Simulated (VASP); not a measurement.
# Se (R-3m) in VASP: a series of runs

Runs on Se. Level: r2SCAN. Tasks: single point.

Everything below comes from runs of VASP 6.6.1. Logs are shortened: lines on timing, memory, paths and dates and some standing lists are left out, and cuts for length are marked.

## 1. The cell of the first run

The structure is trigonal, space group R-3m (No. 166). Conventional cell: a = 7.722 Å, b = 7.722 Å, c = 19.584 Å, α = 90.00°, β = 90.00°, γ = 120.00°. Se (site symmetry m) has 3 Se at 2.24 to 2.89 Å within 3.0 Å. Within 3.3 Å of Se (site symmetry m) lie 4 Se at 2.47 to 2.89 Å.

## 2. Single point, r2SCAN

POSCAR reads:

```
Se
1.0
    3.8609026609      2.2290931906      6.5281176983
   -3.8609026609      2.2290931906      6.5281176983
    0.0000000000     -4.4581863812      6.5281176983
Se
12
Direct
    0.0616899367      0.5475843055      0.0616899367
    0.0616899367      0.0616899367      0.5475843055
    0.5475843055      0.0616899367      0.0616899367
    0.9383100633      0.4524156945      0.9383100633
    0.4524156945      0.9383100633      0.9383100633
    0.9383100633      0.9383100633      0.4524156945
    0.2890105143      0.6093697789      0.2890105143
    0.2890105143      0.2890105143      0.6093697789
    0.6093697789      0.2890105143      0.2890105143
    0.7109894857      0.3906302211      0.7109894857
    0.3906302211      0.7109894857      0.7109894857
    0.7109894857      0.7109894857      0.3906302211
```

INCAR.step1 reads:

```
PREC = Accurate
ENCUT = 520
ISMEAR = 0
SIGMA = 0.1
LREAL = F
LASPH = T
NELM = 100
NBANDS = 48
GGA = PE
ALGO = Normal
EDIFF = 1E-4
LWAVE = T
LCHARG = F
```

INCAR.step2 reads:

```
PREC = Accurate
ENCUT = 520
EDIFF = 1E-7
ISMEAR = 0
SIGMA = 0.1
LREAL = F
LASPH = T
NELM = 100
ALGO = Normal
ISIF = 2
LWAVE = F
LCHARG = F
METAGGA = R2SCAN
LMIXTAU = T
NBANDS = 48
ISTART = 1
```

KPOINTS reads:

```
Automatic mesh
0
Gamma
  3 3 3
```

Potentials or basis: VASP PAW PBE potentials, release 64 (Se).

The run is started by

```
$ cat potpaw_PBE.64/Se/POTCAR > POTCAR
$ cp INCAR.step1 INCAR
$ mpirun -np 1 vasp_std > vasp.out
$ cp INCAR.step2 INCAR
$ mpirun -np 1 vasp_std > vasp.out
```

OUTCAR:

```text
PREC = Accurate
   ENCUT = 520
   EDIFF = 1E-7
   ISMEAR = 0
   LREAL = F
   LASPH = T
   NELM = 100
   ISIF = 2
   METAGGA = R2SCAN
   ISTART = 1

 ion  position               nearest neighbor table
   1  0.062  0.548  0.062-   4 2.24
   2  0.062  0.062  0.548-   6 2.24
   3  0.548  0.062  0.062-   5 2.24
   4  0.938  0.452  0.938-   1 2.24
   5  0.452  0.938  0.938-   3 2.24
   6  0.938  0.938  0.452-   2 2.24
   7  0.289  0.609  0.289-   9 2.47   8 2.47
   8  0.289  0.289  0.609-   7 2.47   9 2.47
   9  0.609  0.289  0.289-   7 2.47   8 2.47
  10  0.711  0.391  0.711-  11 2.47  12 2.47
  11  0.391  0.711  0.711-  10 2.47  12 2.47
  12  0.711  0.711  0.391-  10 2.47  11 2.47

  LATTYP: Found a trigonal (rhomboedric) cell.
 ALAT       =     7.9051721355
 COS(alpha) =     0.5229267801

  Lattice vectors:

 A1 = (   3.8609026609,   2.2290931906,   6.5281176983)
 A2 = (  -3.8609026609,   2.2290931906,   6.5281176983)
 A3 = (   0.0000000000,  -4.4581863812,   6.5281176983)

Analysis of symmetry for initial positions (statically):
=====================================================================
 Subroutine PRICEL returns:
 Original cell was already a primitive cell.

 Routine SETGRP: Setting up the symmetry group for a
 trigonal (rhombohedral) supercell.

 Subroutine GETGRP returns: Found 12 space group operations
 (whereof 12 operations were pure point group operations)
 out of a pool of 12 trial point group operations.

The static configuration has the point symmetry D_3d.

Analysis of symmetry for dynamics (positions and initial velocities):
=====================================================================
 Subroutine PRICEL returns:
 Original cell was already a primitive cell.

 Routine SETGRP: Setting up the symmetry group for a
 trigonal (rhombohedral) supercell.

 Subroutine GETGRP returns: Found 12 space group operations
 (whereof 12 operations were pure point group operations)
 out of a pool of 12 trial point group operations.

The dynamic configuration has the point symmetry D_3d.

 Subroutine INISYM returns: Found 12 space group operations
 (whereof 12 operations are pure point group operations),
 and found     1 'primitive' translations

----------------------------------------------------------------------------------------

                                     Primitive cell

  volume of cell :     337.0981

  direct lattice vectors                    reciprocal lattice vectors
     3.860902661  2.229093191  6.528117698     0.129503394  0.074768820  0.051061171
    -3.860902661  2.229093191  6.528117698    -0.129503394  0.074768820  0.051061171
     0.000000000 -4.458186381  6.528117698     0.000000000 -0.149537639  0.051061171

  length of vectors
     7.905172136  7.905172136  7.905172136     0.158015027  0.158015027  0.158015027

  position of ions in fractional coordinates (direct lattice)
     0.061689937  0.547584306  0.061689937
     0.061689937  0.061689937  0.547584306
     0.547584306  0.061689937  0.061689937
     0.938310063  0.452415694  0.938310063
     0.452415694  0.938310063  0.938310063
     0.938310063  0.938310063  0.452415694
     0.289010514  0.609369779  0.289010514
     0.289010514  0.289010514  0.609369779
     0.609369779  0.289010514  0.289010514
     0.710989486  0.390630221  0.710989486
     0.390630221  0.710989486  0.710989486
     0.710989486  0.710989486  0.390630221

  ion indices of the primitive-cell ions
   primitive index   ion index
                 1           1
                 2           2
                 3           3
                 4           4
                 5           5
                 6           6
                 7           7
                 8           8
                 9           9
                10          10
                11          11
                12          12

----------------------------------------------------------------------------------------

 KPOINTS: Automatic mesh

Automatic generation of k-mesh.
 Grid dimensions read from file:
 generate k-points for:    3    3    3

[... 53 lines left out ...]
      4     -13.1282      2.00000
      5     -12.8966      2.00000
      6     -10.6121      2.00000
[... 40 lines left out ...]
     47       5.8040      0.00000
     48       6.1800      0.00000

 k-point     2 :       0.3333    0.0000    0.0000
  band No.  band energies     occupation
      1     -14.0442      2.00000
      2     -13.6244      2.00000
      3     -13.3333      2.00000
      4     -13.1379      2.00000
      5     -13.0038      2.00000
      6     -10.7049      2.00000
[... 40 lines left out ...]
     47       5.8005      0.00000
     48       6.2524      0.00000

 k-point     3 :       0.3333    0.3333   -0.0000
  band No.  band energies     occupation
      1     -13.9953      2.00000
      2     -13.6537      2.00000
      3     -13.2959      2.00000
      4     -13.1741      2.00000
      5     -13.0676      2.00000
      6     -10.9239      2.00000
[... 40 lines left out ...]
     47       5.9833      0.00000
     48       6.0917      0.00000

 k-point     4 :      -0.3333    0.3333    0.0000
  band No.  band energies     occupation
      1     -13.8258      2.00000
      2     -13.6677      2.00000
      3     -13.4049      2.00000
      4     -13.3559      2.00000
      5     -12.9783      2.00000
      6     -10.9206      2.00000
[... 40 lines left out ...]
     47       5.9511      0.00000
     48       6.0626      0.00000

 k-point     5 :       0.3333    0.3333    0.3333
  band No.  band energies     occupation
      1     -14.0992      2.00000
      2     -13.7355      2.00000
      3     -13.1559      2.00000
      4     -13.1559      2.00000
      5     -12.9749      2.00000
      6     -10.4129      2.00000
[... 40 lines left out ...]
     47       5.7615      0.00000
     48       5.9076      0.00000

 k-point     6 :      -0.3333    0.3333    0.3333
  band No.  band energies     occupation
      1     -13.8887      2.00000
      2     -13.7234      2.00000
      3     -13.3816      2.00000
      4     -13.1701      2.00000
      5     -13.0693      2.00000
      6     -10.7692      2.00000
[... 40 lines left out ...]
     47       5.9399      0.00000
     48       5.9850      0.00000

------------------------ aborting loop because EDIFF is reached ----------------------------------------

  FORCE on cell =-STRESS in cart. coord.  units (eV):
  Direction    XX          YY          ZZ          XY          YZ          ZX
  --------------------------------------------------------------------------------------
  -------------------------------------------------------------------------------------
  Total       -0.3463971     -0.3463971     -0.2280623      0.0000000      0.0000000      0.0000000
  in kB       -1.6463743     -1.6463743     -1.0839461      0.0000000      0.0000000      0.0000000
  external PRESSURE =      -1.4588982 kB  Pullay stress =       0.0000000 kB

 VOLUME and BASIS-vectors are now :
 -----------------------------------------------------------------------------
  energy-cutoff  :      520.00
  volume of cell :      337.10
      direct lattice vectors                 reciprocal lattice vectors
     3.860902661  2.229093191  6.528117698     0.129503394  0.074768820  0.051061171
    -3.860902661  2.229093191  6.528117698    -0.129503394  0.074768820  0.051061171
     0.000000000 -4.458186381  6.528117698     0.000000000 -0.149537639  0.051061171

 POSITION                                       TOTAL-FORCE (eV/Angst)
 -----------------------------------------------------------------------------------
     -1.87599      1.08310      4.38013         0.013578     -0.007839     -0.020660
      0.00000     -2.16621      4.38013        -0.000000      0.015679     -0.020660
      1.87599      1.08310      4.38013        -0.013578     -0.007839     -0.020660
      1.87599     -1.08310     15.20422        -0.013578      0.007839      0.020660
     -1.87599     -1.08310     15.20422         0.013578      0.007839      0.020660
      0.00000      2.16621     15.20422        -0.000000     -0.015679      0.020660
     -1.23688      0.71411      7.75143         0.004831     -0.002789     -0.010078
      0.00000     -1.42822      7.75143        -0.000000      0.005578     -0.010078
      1.23688      0.71411      7.75143        -0.004831     -0.002789     -0.010078
      1.23688     -0.71411     11.83293        -0.004831      0.002789      0.010078
     -1.23688     -0.71411     11.83293         0.004831      0.002789      0.010078
      0.00000      1.42822     11.83293        -0.000000     -0.005578      0.010078
 -----------------------------------------------------------------------------------
    total drift:                                0.000000      0.000000      0.000000

  FREE ENERGIE OF THE ION-ELECTRON SYSTEM (eV)
  ---------------------------------------------------
  free  energy   TOTEN  =      -168.0606702084 eV

  energy  without entropy=     -168.0374005936  energy(sigma->0) =     -168.04903540
```

Run time: 7.1 min. Hardware: 1 thread of Intel Xeon Platinum 8259CL at 2.50GHz (Skylake/Cascade Lake), shared host; peak memory 0.53 GiB.

Results:

| Quantity | Value |
| --- | --- |
| Free energy | -168.0607 eV |
| Pressure | -0.1 GPa |
| Largest force | 0.026 eV/Å |
| Band gap on the k mesh | zero (band 36 reaches 1.99 eV, above the bottom of band 37 at 1.85 eV) |

Forces in eV/Å, atoms in the order of the input:
```
Se   0.014 -0.008 -0.021
Se   0.000  0.016 -0.021
Se  -0.014 -0.008 -0.021
Se  -0.014  0.008  0.021
Se   0.014  0.008  0.021
Se   0.000 -0.016  0.021
Se   0.005 -0.003 -0.010
Se   0.000  0.006 -0.010
Se  -0.005 -0.003 -0.010
Se  -0.005  0.003  0.010
Se   0.005  0.003  0.010
Se   0.000 -0.006  0.010
```

Levels at points of the mesh, in eV from the Fermi level:
```tsv
k point	band 32	band 33	band 34	band 35	band 36	band 37	band 38	band 39	band 40	band 41
(0.00, 0.00, 0.00)	-1.72	-1.20	-0.57	-0.57	-0.11	-0.11	0.62	0.62	2.09	2.81
```

Caveat: the PAW data sets were made with another functional, which shifts forces and pressure a little.

## 3. Single point, r2SCAN

POSCAR reads:

```
Se
1.0
    3.8490754953      2.2222647734      6.5642216712
   -3.8490754953      2.2222647734      6.5642216712
    0.0000000000     -4.4445295466      6.5642216712
Se
12
Direct
    0.0101900000      0.6536100000      0.0101900000
    0.0101900000      0.0101900000      0.6536100000
    0.6536100000      0.0101900000      0.0101900000
    0.9898100000      0.3463900000      0.9898100000
    0.3463900000      0.9898100000      0.9898100000
    0.9898100000      0.9898100000      0.3463900000
    0.2211800000      0.6306000000      0.2211800000
    0.2211800000      0.2211800000      0.6306000000
    0.6306000000      0.2211800000      0.2211800000
    0.7788200000      0.3694000000      0.7788200000
    0.3694000000      0.7788200000      0.7788200000
    0.7788200000      0.7788200000      0.3694000000
```

INCAR.step1 is that of step 2.

Changes to INCAR.step2 since step 2:

```diff
@@ -2,3 +2,3 @@
 ENCUT = 520
-EDIFF = 1E-7
+EDIFF = 1E-6
 ISMEAR = 0
```

KPOINTS reads:

```
regular mesh
0
Gamma
  3 3 3
```

Potentials or basis: VASP PAW PBE potentials, release 64 (Se).

The run is started by

```
$ cat potpaw_PBE.64/Se/POTCAR > POTCAR
$ cp INCAR.step1 INCAR
$ mpirun -np 1 vasp_std > vasp.out
$ cp INCAR.step2 INCAR
$ mpirun -np 1 vasp_std > vasp.out
```

It took 8.1 min on 1 thread of Intel Xeon Platinum 8259CL at 2.50GHz (Skylake/Cascade Lake), shared host; peak memory 0.53 GiB.

The run converged. Its results:

```yaml
Free_energy: -160.5574 eV
Pressure: 2.6 GPa
Largest_force: 2.449 eV/Å
Band_gap_on_the_k_mesh: zero (band 36 reaches 2.65 eV, above the bottom of band 37 at 2.24 eV)
```

Forces in eV/Å, atoms in the order of the input:
```
Se   1.437 -0.830 -1.802
Se   0.000  1.659 -1.802
Se  -1.437 -0.830 -1.802
Se  -1.437  0.830  1.802
Se   1.437  0.830  1.802
Se   0.000 -1.659  1.802
Se   1.126 -0.650  0.135
Se   0.000  1.300  0.135
Se  -1.126 -0.650  0.135
Se  -1.126  0.650 -0.135
Se   1.126  0.650 -0.135
Se   0.000 -1.300 -0.135
```

Stress tensor (GPa, compression positive):
```
2.34 0.00 0.00
0.00 2.34 0.00
0.00 0.00 3.02
```

Levels at points of the mesh, in eV from the Fermi level:
```
           k point  band 34  band 35  band 36  band 37  band 38  band 39
(0.00, 0.00, 0.00)    -0.49    -0.49    -0.29    -0.23     0.05     0.05
```

Caveat: the PAW data sets were made with another functional, which shifts forces and pressure a little.

## 4. Single point, r2SCAN

This run uses another cell than the first one: it holds 3 atoms, not 12.

POSCAR reads:

```
Se
1.0
    1.8744975715      1.0822416775      6.2183899917
   -1.8744975715      1.0822416775      6.2183899917
    0.0000000000     -2.1644833550      6.2183899917
Se
3
Direct
    0.0000000000      0.0000000000      0.0000000000
    0.2496518551      0.2496518551      0.2496518551
    0.7503481449      0.7503481449      0.7503481449
```

INCAR.step1 reads:

```
  PREC = Accurate
  ENCUT = 520
  ISMEAR = 0
  SIGMA = 0.1
  LREAL = False
  LASPH = True
  NELM = 100
  NBANDS = 16
  GGA = PE
  ALGO = Normal
  EDIFF = 1E-4
  LWAVE = True
  LCHARG = False
```

INCAR.step2 reads:

```
  PREC = Accurate
  ENCUT = 520
  EDIFF = 1E-7
  ISMEAR = 0
  SIGMA = 0.1
  LREAL = False
  LASPH = True
  NELM = 100
  ALGO = Normal
  ISIF = 2
  LWAVE = False
  LCHARG = False
  METAGGA = R2SCAN
  LMIXTAU = True
  NBANDS = 16
  ISTART = 1
```

KPOINTS reads:

```
regular mesh
0
Gamma
  6 6 6
```

The run is started by

```
$ cat potpaw_PBE.64/Se/POTCAR > POTCAR
$ cp INCAR.step1 INCAR
$ mpirun -np 1 vasp_std > vasp.out
$ cp INCAR.step2 INCAR
$ mpirun -np 1 vasp_std > vasp.out
```

Run time: 8.7 min. Hardware: 1 thread of Intel Xeon Platinum 8259CL at 2.50GHz (Skylake/Cascade Lake), shared host; peak memory 0.38 GiB.

Results (log left out):

```yaml
Free_energy: -42.2305 eV
Pressure: -0.2 GPa
Largest_force: 0.033 eV/Å
Band_gap_on_the_k_mesh: 0.37 eV, indirect (least direct gap 0.69 eV)
```

Forces in eV/Å, atoms in the order of the input:
```
Se   0.000  0.000  0.000
Se   0.000  0.000  0.033
Se   0.000  0.000 -0.033
```

Stress tensor (GPa, compression positive):
```
-0.26  0.00  0.00
 0.00 -0.26  0.00
 0.00  0.00 -0.11
```

Levels at points of the mesh, in eV from the valence-band top:
```tsv
k point	band 6	band 7	band 8	band 9	band 10	band 11	band 12	band 13
(0.00, 0.00, 0.00)	-2.19	-1.95	-0.78	-0.78	1.42	1.62	1.62	7.55
(0.50, 0.00, 0.00)	-4.32	-2.30	-1.22	-1.17	1.17	2.85	3.95	6.12
(0.50, 0.50, 0.00)	-4.10	-2.27	-0.80	-0.78	2.06	2.26	2.46	4.85
(0.50, 0.50, 0.50)	-2.98	-0.63	-0.63	-0.32	0.37	1.48	1.48	7.46
```

Caveat: the PAW data sets were made with another functional, which shifts forces and pressure a little. A k mesh can miss the band edges.

## 5. Single point, r2SCAN

This run uses another cell than the first one: it holds 3 atoms, not 12.

POSCAR reads:

```
Se
1.0
    1.7642946041      1.0186159645      8.5267251162
   -1.7642946041      1.0186159645      8.5267251162
    0.0000000000     -2.0372319292      8.5267251162
Se
3
Direct
    0.0000000000      0.0000000000      0.0000000000
    0.2222200000      0.2222200000      0.2222200000
    0.7777800000      0.7777800000      0.7777800000
```

INCAR.step1 reads:

```
PREC     = Accurate       # precision mode
ENCUT    = 520            # plane-wave cutoff, eV
ISMEAR   = 0              # smearing method
SIGMA    = 0.1            # smearing width, eV
LREAL    = F              # projectors in reciprocal space
LASPH    = T              # aspherical terms in the spheres
NELM     = 100            # most SCF steps
NBANDS   = 16             # bands
GGA      = PE             # functional
ALGO     = Normal         # electronic algorithm
EDIFF    = 1E-4           # SCF threshold, eV
LWAVE    = T              # write WAVECAR
LCHARG   = F              # write CHGCAR
```

INCAR.step2 reads:

```
PREC     = Accurate       # precision mode
ENCUT    = 520            # plane-wave cutoff, eV
EDIFF    = 1E-6           # SCF threshold, eV
ISMEAR   = 0              # smearing method
SIGMA    = 0.1            # smearing width, eV
LREAL    = F              # projectors in reciprocal space
LASPH    = T              # aspherical terms in the spheres
NELM     = 100            # most SCF steps
ALGO     = Normal         # electronic algorithm
ISIF     = 2              # what is computed and relaxed
LWAVE    = F              # write WAVECAR
LCHARG   = F              # write CHGCAR
METAGGA  = R2SCAN         # meta-GGA
LMIXTAU  = T            
NBANDS   = 16             # bands
ISTART   = 1
```

KPOINTS reads:

```
Automatic mesh
0
Gamma
  6 6 6
```

The run is started by

```
$ cat potpaw_PBE.64/Se/POTCAR > POTCAR
$ cp INCAR.step1 INCAR
$ mpirun -np 1 vasp_std > vasp.out
$ cp INCAR.step2 INCAR
$ mpirun -np 1 vasp_std > vasp.out
```

Wall time 17 min (1 thread of Intel Xeon Platinum 8259CL at 2.50GHz (Skylake/Cascade Lake), shared host); peak memory 0.74 GiB.

Results (log left out):

* Free energy: -38.6572 eV
* Pressure: -11.0 GPa
* Largest force: 0.042 eV/Å
* Band gap on the k mesh: zero (band 9 reaches 2.22 eV, above the bottom of band 10 at 0.34 eV)

Forces in eV/Å, atoms in the order of the input:
```
Se   0.000  0.000  0.000
Se   0.000  0.000 -0.042
Se   0.000  0.000  0.042
```

Stress tensor (GPa, compression positive):
```
 -9.65   0.00   0.00
  0.00  -9.65   0.00
  0.00   0.00 -13.82
```

Levels at points of the mesh, in eV from the Fermi level:
```csv
k point,band 6,band 7,band 8,band 9,band 10,band 11,band 12,band 13
"(0.00, 0.00, 0.00)",0.91,0.91,0.91,0.91,1.45,1.45,1.55,8.19
"(0.50, 0.00, 0.00)",-3.11,-1.08,-0.58,-0.29,-0.28,0.35,0.83,6.99
"(0.50, 0.50, 0.00)",-2.90,-1.41,-0.58,-0.44,0.40,0.41,0.41,7.00
"(0.50, 0.50, 0.50)",-0.21,0.74,0.74,1.26,1.26,1.26,1.26,8.14
```

Caveat: the PAW data sets were made with another functional, which shifts forces and pressure a little.

## 6. Summary

| cell | k mesh | gap on the mesh (eV) | pressure (GPa) | largest force (eV/Å) |
| --- | --- | --- | --- | --- |
| a = 7.905 Å, angles 58.5°, 12 atoms | 3 × 3 × 3 | none | -0.1 | 0.03 |
| a = 7.927 Å, angles 58.1°, 12 atoms | 3 × 3 × 3 | none | 2.6 | 2.45 |
| a = 6.584 Å, angles 33.1°, 3 atoms | 6 × 6 × 6 | 0.37 | -0.2 | 0.03 |
| a = 8.767 Å, angles 23.2°, 3 atoms | 6 × 6 × 6 | none | -11.0 | 0.04 |

Alike in all rows: task single point; level r2SCAN; potentials or basis VASP PAW PBE potentials, release 64 (Se); no spin polarisation; cutoff (eV) 520; smearing gaussian 0.1 eV.

Caveats: the PAW data sets were made with another functional, which shifts forces and pressure a little.

Total energies depend on the potentials used, so only differences within one code and one set of settings carry meaning.
